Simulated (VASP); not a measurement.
Input of a VASP 6.6.1 run:

File INCAR:

```
PREC     = Accurate       # precision mode
ENCUT    = 690            # plane-wave cutoff, eV
EDIFF    = 1E-6           # SCF threshold, eV
ISMEAR   = 0              # smearing method
SIGMA    = 0.1            # smearing width, eV
LREAL    = False          # projectors in reciprocal space
LASPH    = True           # aspherical terms in the spheres
NELM     = 120            # most SCF steps
ALGO     = Normal         # electronic algorithm
ISIF     = 2              # what is computed and relaxed
LWAVE    = False          # write WAVECAR
LCHARG   = False          # write CHGCAR
GGA      = PE             # functional
NBANDS   = 23             # bands
GGA_COMPAT= False
```

Contents of KPOINTS:

```
regular mesh
0
Gamma
  21 21 12
```

File POSCAR:

```
Fe
1.0
    2.4856925805      0.0000000000      0.0000000000
   -1.2428462902      2.1526729207      0.0000000000
    0.0000000000      0.0000000000      3.9262844123
Fe
2
Direct
    0.3333333333      0.6666666667      0.2500000000
    0.6666666667      0.3333333333      0.7500000000
```

Potentials or basis: VASP PAW PBE potentials, release 64 (Fe_sv).

Run with:

```console
$ cat potpaw_PBE.64/Fe_sv/POTCAR > POTCAR
$ mpirun -np 1 vasp_std > vasp.out
```

Problem. Estimate the pressure.

Solution. -9.7 GPa.

Problem. Estimate the band gap on the k mesh.

Solution. Zero (bands 16 and 17 overlap by 1.80 eV).

Caveat: the cell stands under tension; the run has no spin polarisation, though such a crystal can be magnetic. Spin polarisation is off, so any magnetic state and its effect on volume and gap are missing.
